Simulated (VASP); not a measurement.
A run of VASP 6.6.1:

Contents of INCAR:

```
SYSTEM = AlNi
PREC     = Accurate       ! precision mode
ENCUT    = 520            ! plane-wave cutoff, eV
EDIFF    = 1E-6           ! SCF threshold, eV
ISMEAR   = 0              ! smearing method
SIGMA    = 0.15           ! smearing width, eV
LREAL    = .False.        ! projectors in reciprocal space
LASPH    = .True.         ! aspherical terms in the spheres
NELM     = 60             ! most SCF steps
ALGO     = Fast           ! electronic algorithm
ISIF     = 2              ! what is computed and relaxed
LWAVE    = .False.        ! write WAVECAR
LCHARG   = .False.        ! write CHGCAR
GGA      = PE             ! functional
NBANDS   = 14             ! bands
```

Contents of KPOINTS:

```
Automatic mesh
0
Gamma
  20 20 20
  0 0 0
```

Contents of POSCAR:

```
AlNi
1.0
    2.8930835326      0.0000000000      0.0000000000
    0.0000000000      2.8930835326      0.0000000000
    0.0000000000      0.0000000000      2.8930835326
Al Ni
1 1
Direct
    0.0000000000      0.0000000000      0.0000000000
    0.4625820775      0.4625820775      0.4625820775
```

Potentials or basis: VASP PAW PBE potentials, release 64 (Al, Ni).

Command:

```sh
$ cat potpaw_PBE.64/Al/POTCAR potpaw_PBE.64/Ni/POTCAR > POTCAR
$ mpirun -np 1 vasp_std > vasp.out
```

Hardware: 1 thread of AMD EPYC 7R43 64-Core Processor (Zen 3), with other jobs on the host.

Question: Estimate the wall time of this run.

Answer: It took 5.7 min on 1 thread of AMD EPYC 7R43 64-Core Processor (Zen 3), with other jobs on the host, peak memory 0.33 GiB. Counts: scf iterations 15, k points 781.
